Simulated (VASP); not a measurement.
A run of VASP 6.6.1:

INCAR

```
SYSTEM = TiAl3
PREC = Accurate
ENCUT = 500
EDIFF = 1E-6
ISMEAR = 0
SIGMA = 0.05
LREAL = .False.
LASPH = .True.
NELM = 120
ALGO = Normal
ISIF = 2
LWAVE = .False.
LCHARG = .True.
GGA = PS
LELF = .True.
LVHAR = .True.
NBANDS = 18
GGA_COMPAT = .False.
```

KPOINTS

```
regular mesh
0
Gamma
  7 5 5
  0 0 0
```

File POSCAR:

```
TiAl3
1.0
    2.8396770000      0.0000000000      0.0000000000
    0.0000000000      4.6812640000      0.0000000000
    0.0000000000      0.0000000000      4.9007420000
Ti Al
1 3
Direct
    0.0000000000      0.5000000000      0.1659160000
    0.5000000000      0.5000000000      0.6672710000
    0.5000000000      0.0000000000      0.3309120000
    0.0000000000      0.0000000000      0.8359000000
```

Potentials or basis: VASP PAW PBE potentials, release 64 (Ti_sv, Al).

Launch:

```bash
$ cat potpaw_PBE.64/Ti_sv/POTCAR potpaw_PBE.64/Al/POTCAR > POTCAR
$ mpirun -np 1 vasp_std > vasp.out
```

Hardware: 1 thread of Intel(R) Xeon(R) 6975P-C (Granite Rapids), with other jobs on the host.

Problem. Estimate the wall time of this run.

Solution. Run time: 14 s on 1 thread of Intel(R) Xeon(R) 6975P-C (Granite Rapids) (shared host), peak memory 0.19 GiB. Counts: scf iterations 13, k points 36.
